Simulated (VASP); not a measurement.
# C (P6_3/mmc) in VASP: vibrations by perturbation theory with LDA

Aim: the vibrations by perturbation theory of C with LDA.

All numbers are computed with VASP 6.6.1; they aren't measurements. Logs are shortened: lines on timing, memory, paths and dates and some standing lists are left out, and cuts for length are marked.

## Step 1: The cell of the first run

It takes space group P6_3/mmc (No. 194, hexagonal). Conventional cell: a = 2.490 Å, b = 2.490 Å, c = 8.214 Å, α = 90.00°, β = 90.00°, γ = 120.00°. C (site symmetry 3m) has 4 C at 1.53 Å within 2.0 Å. Within 2.0 Å of C (site symmetry 3m) lie 4 C at 1.53 to 1.55 Å.

## Step 2: Vibrations by perturbation theory, LDA

Contents of INCAR:

```
PREC = Accurate
ENCUT = 520
EDIFF = 1E-8
ISMEAR = 0
SIGMA = 0.05
LREAL = False
LASPH = True
NELM = 60
ALGO = Normal
ISIF = 2
LWAVE = False
LCHARG = False
NBANDS = 26
IBRION = 8
NSW = 1
```

Contents of KPOINTS:

```
Automatic mesh
0
Gamma
  12 12 4
```

Contents of POSCAR:

```
C
1.0
    2.4896249417      0.0000000000      0.0000000000
   -1.2448124708      2.1560784454      0.0000000000
    0.0000000000      0.0000000000      8.2142660865
C
8
Direct
    0.0000000000      0.0000000000      0.0929365318
    0.0000000000      0.0000000000      0.5929365318
    0.0000000000      0.0000000000      0.4070634682
    0.0000000000      0.0000000000      0.9070634682
    0.3333333333      0.6666666667      0.1555443640
    0.6666666667      0.3333333333      0.6555443640
    0.3333333333      0.6666666667      0.3444556360
    0.6666666667      0.3333333333      0.8444556360
```

Potentials or basis: VASP PAW LDA potentials, release 64 (C).

Launch:

```
cat potpaw_LDA.64/C/POTCAR > POTCAR
mpirun -np 1 vasp_std > vasp.out
```

OUTCAR:

```text
PREC = Accurate
   ENCUT = 520
   EDIFF = 1E-8
   ISMEAR = 0
   LREAL = False
   LASPH = True
   NELM = 60
   ISIF = 2
   IBRION = 8
   NSW = 1

 ion  position               nearest neighbor table
   1  0.000  0.000  0.093-   5 1.53   5 1.53   5 1.53   4 1.53
   2  0.000  0.000  0.593-   6 1.53   6 1.53   6 1.53   3 1.53
   3  0.000  0.000  0.407-   7 1.53   7 1.53   7 1.53   2 1.53
   4  0.000  0.000  0.907-   8 1.53   8 1.53   8 1.53   1 1.53
   5  0.333  0.667  0.156-   1 1.53   1 1.53   1 1.53   7 1.55
   6  0.667  0.333  0.656-   2 1.53   2 1.53   2 1.53   8 1.55
   7  0.333  0.667  0.344-   3 1.53   3 1.53   3 1.53   5 1.55
   8  0.667  0.333  0.844-   4 1.53   4 1.53   4 1.53   6 1.55

  LATTYP: Found a hexagonal cell.
 ALAT       =     2.4896249417
 C/A-ratio  =     3.2993990175

  Lattice vectors:

 A1 = (   2.4896249417,   0.0000000000,   0.0000000000)
 A2 = (  -1.2448124708,   2.1560784454,   0.0000000000)
 A3 = (   0.0000000000,   0.0000000000,   8.2142660865)

Analysis of symmetry for initial positions (statically):
=====================================================================
 Subroutine PRICEL returns:
 Original cell was already a primitive cell.

 Routine SETGRP: Setting up the symmetry group for a
 hexagonal supercell.

 Subroutine GETGRP returns: Found 24 space group operations
 (whereof 12 operations were pure point group operations)
 out of a pool of 24 trial point group operations.

The static configuration has the point symmetry D_3d.
 The point group associated with its full space group is D_6h.

Analysis of symmetry for dynamics (positions and initial velocities):
=====================================================================
 Subroutine PRICEL returns:
 Original cell was already a primitive cell.

 Routine SETGRP: Setting up the symmetry group for a
[... 934 lines left out ...]
    -3.09132 -0.00000 -0.00000
    -0.00000 -3.09132 -0.00000
     0.00000 -0.00000  3.56426

 INTERNAL STRAIN TENSOR FOR ION    8 for displacements in x,y,z  (eV/Angst):
          X           Y           Z          XY          YZ          ZX
  --------------------------------------------------------------------------------
  x    -0.00000     0.00000    -0.00000    -4.53844     0.00000     4.28027
  y    -4.53844     4.53844     0.00000     0.00000     4.59304     0.00000
  z     3.09132     3.09132    -3.56426     0.00000     0.00000     0.00000

 SECOND DERIVATIVES (NOT SYMMETRIZED)
 ------------------------------------
               1X          1Y          1Z          2X          2Y          2Z          3X          3Y          3Z          4X          4Y          4Z          5X          5Y          5Z          6X          6Y          6Z          7X          7Y          7Z          8X          8Y          8Z
  1X   -39.661021   -0.000000   -0.000000   -0.011437   -0.000000   -0.000000    0.039561    0.000000    0.000000    6.120255    0.000000   -0.000000   32.321889    0.000000   -0.000000    0.718236    0.000000    0.000000   -0.058583   -0.000000   -0.000000    0.531101    0.000000    0.000000
  1Y    -0.000000  -39.661021    0.000000   -0.000000   -0.011437    0.000000    0.000000    0.039561    0.000000    0.000000    6.120255    0.000000    0.000000   32.321889    0.000000    0.000000    0.718236    0.000000   -0.000000   -0.058583    0.000000    0.000000    0.531101    0.000000
  1Z     0.000000   -0.000000  -51.241831    0.000000    0.000000    0.219299    0.000000    0.000000    1.613147   -0.000000    0.000000   14.347444    0.000000   -0.000000   23.932911   -0.000000    0.000000   -0.400879    0.000000   -0.000000    5.943701    0.000000    0.000000    5.586208
  2X    -0.011437   -0.000000    0.000000  -39.661021   -0.000000    0.000000    6.120255    0.000000    0.000000    0.039561    0.000000   -0.000000    0.718236    0.000000    0.000000   32.321889    0.000000    0.000000    0.531101    0.000000    0.000000   -0.058583   -0.000000   -0.000000
  2Y    -0.000000   -0.011437    0.000000   -0.000000  -39.661021   -0.000000    0.000000    6.120255    0.000000    0.000000    0.039561    0.000000    0.000000    0.718236   -0.000000    0.000000   32.321889   -0.000000    0.000000    0.531101    0.000000   -0.000000   -0.058583    0.000000
  2Z    -0.000000    0.000000    0.219299   -0.000000   -0.000000  -51.241831    0.000000    0.000000   14.347444   -0.000000    0.000000    1.613147    0.000000    0.000000   -0.400879   -0.000000    0.000000   23.932911   -0.000000   -0.000000    5.586208    0.000000    0.000000    5.943701
  3X     0.039561    0.000000   -0.000000    6.120255    0.000000    0.000000  -39.661021   -0.000000    0.000000   -0.011437   -0.000000    0.000000   -0.058583   -0.000000   -0.000000    0.531101    0.000000    0.000000   32.321889    0.000000    0.000000    0.718236    0.000000    0.000000
  3Y     0.000000    0.039561    0.000000    0.000000    6.120255    0.000000   -0.000000  -39.661021   -0.000000   -0.000000   -0.011437    0.000000   -0.000000   -0.058583    0.000000    0.000000    0.531101    0.000000    0.000000   32.321889   -0.000000    0.000000    0.718236   -0.000000
  3Z    -0.000000    0.000000    1.613147    0.000000    0.000000   14.347444   -0.000000   -0.000000  -51.241831   -0.000000    0.000000    0.219299    0.000000    0.000000    5.943701   -0.000000   -0.000000    5.586208   -0.000000    0.000000   23.932911    0.000000    0.000000   -0.400879
  4X     6.120255    0.000000   -0.000000    0.039561    0.000000    0.000000   -0.011437   -0.000000   -0.000000  -39.661021   -0.000000   -0.000000    0.531101    0.000000    0.000000   -0.058583   -0.000000   -0.000000    0.718236    0.000000    0.000000   32.321889    0.000000   -0.000000
  4Y     0.000000    6.120255    0.000000    0.000000    0.039561    0.000000   -0.000000   -0.011437    0.000000   -0.000000  -39.661021    0.000000    0.000000    0.531101    0.000000   -0.000000   -0.058583    0.000000    0.000000    0.718236    0.000000    0.000000   32.321889    0.000000
  4Z    -0.000000    0.000000   14.347444    0.000000    0.000000    1.613147    0.000000    0.000000    0.219299    0.000000   -0.000000  -51.241831    0.000000    0.000000    5.586208    0.000000   -0.000000    5.943701   -0.000000    0.000000   -0.400879    0.000000   -0.000000   23.932911
  5X    32.318721    0.000000    0.000000    0.714942    0.000000   -0.000000   -0.051995   -0.000000    0.000000    0.536205    0.000000    0.000000  -39.176136   -0.000000    0.000000   -0.039044   -0.000000    0.000000    6.076344    0.000000    0.000000   -0.379038   -0.000000    0.000000
  5Y     0.000000   32.318721    0.000000    0.000000    0.714942    0.000000   -0.000000   -0.051995    0.000000    0.000000    0.536205    0.000000   -0.000000  -39.176136    0.000000   -0.000000   -0.039044   -0.000000    0.000000    6.076344    0.000000   -0.000000   -0.379038    0.000000
  5Z     0.000000   -0.000000   23.957515    0.000000    0.000000   -0.423273   -0.000000    0.000000    5.953820    0.000000    0.000000    5.573460    0.000000   -0.000000  -48.126723   -0.000000    0.000000    0.184233    0.000000   -0.000000   12.122120    0.000000    0.000000    0.758846
  6X     0.714942    0.000000    0.000000   32.318721    0.000000    0.000000    0.536205    0.000000    0.000000   -0.051995   -0.000000   -0.000000   -0.039044   -0.000000   -0.000000  -39.176136   -0.000000    0.000000   -0.379038   -0.000000   -0.000000    6.076344    0.000000   -0.000000
  6Y     0.000000    0.714942    0.000000    0.000000   32.318721    0.000000    0.000000    0.536205   -0.000000   -0.000000   -0.051995   -0.000000   -0.000000   -0.039044    0.000000   -0.000000  -39.176136   -0.000000   -0.000000   -0.379038    0.000000    0.000000    6.076344   -0.000000
  6Z     0.000000    0.000000   -0.423273   -0.000000    0.000000   23.957515   -0.000000    0.000000    5.573460    0.000000    0.000000    5.953820    0.000000    0.000000    0.184233   -0.000000    0.000000  -48.126723   -0.000000   -0.000000    0.758846   -0.000000    0.000000   12.122120
  7X    -0.051995   -0.000000   -0.000000    0.536205    0.000000    0.000000   32.318721    0.000000    0.000000    0.714942    0.000000    0.000000    6.076344    0.000000   -0.000000   -0.379038   -0.000000   -0.000000  -39.176136   -0.000000    0.000000   -0.039044   -0.000000   -0.000000
  7Y    -0.000000   -0.051995   -0.000000    0.000000    0.536205   -0.000000    0.000000   32.318721    0.000000    0.000000    0.714942    0.000000    0.000000    6.076344   -0.000000   -0.000000   -0.379038    0.000000   -0.000000  -39.176136   -0.000000   -0.000000   -0.039044    0.000000
  7Z     0.000000    0.000000    5.953820   -0.000000    0.000000    5.573460   -0.000000    0.000000   23.957515    0.000000    0.000000   -0.423273   -0.000000    0.000000   12.122120   -0.000000   -0.000000    0.758846   -0.000000    0.000000  -48.126723    0.000000    0.000000    0.184233
  8X     0.536205    0.000000    0.000000   -0.051995   -0.000000    0.000000    0.714942    0.000000   -0.000000   32.318721    0.000000    0.000000   -0.379038   -0.000000    0.000000    6.076344    0.000000    0.000000   -0.039044   -0.000000    0.000000  -39.176136   -0.000000    0.000000
  8Y     0.000000    0.536205    0.000000   -0.000000   -0.051995    0.000000    0.000000    0.714942    0.000000    0.000000   32.318721    0.000000   -0.000000   -0.379038    0.000000    0.000000    6.076344    0.000000   -0.000000   -0.039044   -0.000000   -0.000000  -39.176136    0.000000
  8Z     0.000000    0.000000    5.573460   -0.000000    0.000000    5.953820    0.000000    0.000000   -0.423273    0.000000   -0.000000   23.957515    0.000000    0.000000    0.758846    0.000000   -0.000000   12.122120   -0.000000    0.000000    0.184233    0.000000   -0.000000  -48.126723

 Eigenvectors and eigenvalues of the dynamical matrix
 ----------------------------------------------------

   1 f  =   40.043460 THz   251.600480 2PiTHz 1335.706051 cm-1   165.606369 meV
             X         Y         Z           dx          dy          dz
      0.000000  0.000000  0.763405    -0.000000   -0.000000    0.430492
      0.000000  0.000000  4.870538    -0.000000   -0.000000   -0.430492
      0.000000  0.000000  3.343728     0.000000    0.000000    0.430492
      0.000000  0.000000  7.450861     0.000000    0.000000   -0.430492
     -0.000000  1.437386  1.277683     0.000000    0.000000   -0.254317
      1.244812  0.718693  5.384816     0.000000    0.000000    0.254317
     -0.000000  1.437386  2.829450    -0.000000   -0.000000   -0.254317
      1.244812  0.718693  6.936583    -0.000000   -0.000000    0.254317
[... 243 lines left out ...]
  24 f/i=    0.001441 THz     0.009055 2PiTHz    0.048069 cm-1     0.005960 meV
             X         Y         Z           dx          dy          dz
      0.000000  0.000000  0.763405     0.245146    0.254781    0.000000
      0.000000  0.000000  4.870538     0.245146    0.254781    0.000000
      0.000000  0.000000  3.343728     0.245146    0.254781    0.000000
      0.000000  0.000000  7.450861     0.245146    0.254781    0.000000
     -0.000000  1.437386  1.277683     0.245127    0.254761    0.000000
      1.244812  0.718693  5.384816     0.245127    0.254761    0.000000
     -0.000000  1.437386  2.829450     0.245127    0.254761    0.000000
      1.244812  0.718693  6.936583     0.245127    0.254761    0.000000

--------------------------------------------------------------------------------------------------------

 ELASTIC MODULI CONTR FROM IONIC RELAXATION (kBar)
 Direction    XX          YY          ZZ          XY          YZ          ZX
 --------------------------------------------------------------------------------
 XX        -122.0226     69.0674     31.8305     -0.0000      0.0000     -0.0000
 YY          69.0674   -122.0226     31.8305     -0.0000     -0.0000     -0.0000
 ZZ          31.8305     31.8305    -38.6671      0.0000     -0.0000      0.0000
 XY          -0.0000     -0.0000      0.0000    -95.5450      0.0000     -0.0000
 YZ           0.0000     -0.0000     -0.0000      0.0000    -68.3147     -0.0000
 ZX          -0.0000     -0.0000      0.0000     -0.0000     -0.0000    -59.2900
 --------------------------------------------------------------------------------
```

Wall time 41 min (1 thread of Intel Xeon 8259CL, shared host); peak memory 0.62 GiB.

What came out:

* Highest phonon frequency at Γ: 1336 cm⁻¹

Phonon frequencies in cm⁻¹ (negative: imaginary):
```
              q point                                                                                             frequencies
(0.000, 0.000, 0.000)  0 0 0 393 393 412 412 539 539 711 722 1080 1232 1232 1260 1267 1267 1280 1280 1306 1314 1328 1328 1336
```

Caveat: the cell stands under pressure or tension, which shifts response properties.
